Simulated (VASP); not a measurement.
Set up this calculation in VASP 6.6.1, as the native input.

```
Task                   : single point
Functional             : LDA
Potentials or basis    : VASP PAW LDA potentials, release 64 (Tl_d)
Cutoff                 : 520 eV
k mesh                 : 17 × 17 × 10
Occupations            : fermi-dirac, width 0.1 eV
Spin                   : no spin polarisation
Dipole correction      : no
Further INCAR settings : ALGO = Normal; EDIFF = 1e-06; NBANDS = 20
```

The structure of Tl lies in POSCAR:

```
Tl
1.0
    3.4461634298      0.0000000000      0.0000000000
   -1.7230817149      2.9844650758      0.0000000000
    0.0000000000      0.0000000000      5.5146307794
Tl
2
Direct
    0.3333333333      0.6666666667      0.2500000000
    0.6666666667      0.3333333333      0.7500000000
```

These files were run (other wordings do the same):

INCAR

```
SYSTEM = Tl
ALGO = Normal ; EDIFF = 1E-6
ENCUT = 520 ; GGA = CA
ISIF = 2 ; ISMEAR = -1
LASPH = .True. ; LCHARG = .False.
LREAL = .False. ; LWAVE = .False.
NBANDS = 20 ; NELM = 100
PREC = Accurate ; SIGMA = 0.1
```

KPOINTS

```
k-points
0
Gamma
  17 17 10
  0 0 0
```

Potentials or basis: VASP PAW LDA potentials, release 64 (Tl_d).

Command:

```bash
$ cat potpaw_LDA.64/Tl_d/POTCAR > POTCAR
$ mpirun -np 1 vasp_std > vasp.out
```

Results of the run:

```yaml
Pressure: -1.4 GPa
Band_gap_on_the_k_mesh: zero (bands 13 and 14 overlap by 5.77 eV)
```

Caveat: spin-orbit coupling is left out, which moves the levels of the heavy elements.

It took 52 s on 1 thread of Intel(R) Xeon(R) 6975P-C (Granite Rapids), with other jobs on the host, peak memory 0.28 GiB.
